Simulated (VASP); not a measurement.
The system is GaP.

```
Ga P
1.0
     0.00000    2.72525    2.72525
     2.72525    0.00000    2.72525
     2.72525    2.72525    0.00000
Ga P
1 1
Cartesian
  0.0000 0.0000 0.0000
  4.0879 4.0879 4.0879
```

Base run:

| Item | Value |
| --- | --- |
| Program | VASP 6.6.1 |
| Functional | RPBE |
| Potentials or basis | VASP PAW PBE potentials, release 64 (Ga_d, P) |
| Cutoff | 500 eV |
| k mesh | 6 × 6 × 6 |
| Occupations | gaussian, width 0.01 eV |
| Spin | no spin polarisation |

Its results: band gap on the k mesh 1.75 eV (least direct gap 1.96 eV); pressure 4.5 GPa.

The run is repeated on the same cell with these changes: functional from RPBE to BLYP. What comes out?

Band gap on the k mesh 1.68 eV (least direct gap 1.73 eV); pressure 6.5 GPa.

Caveats: the cell stands under pressure; the PAW data sets were made with another functional, which shifts forces and pressure a little.

A k mesh can miss the band edges.
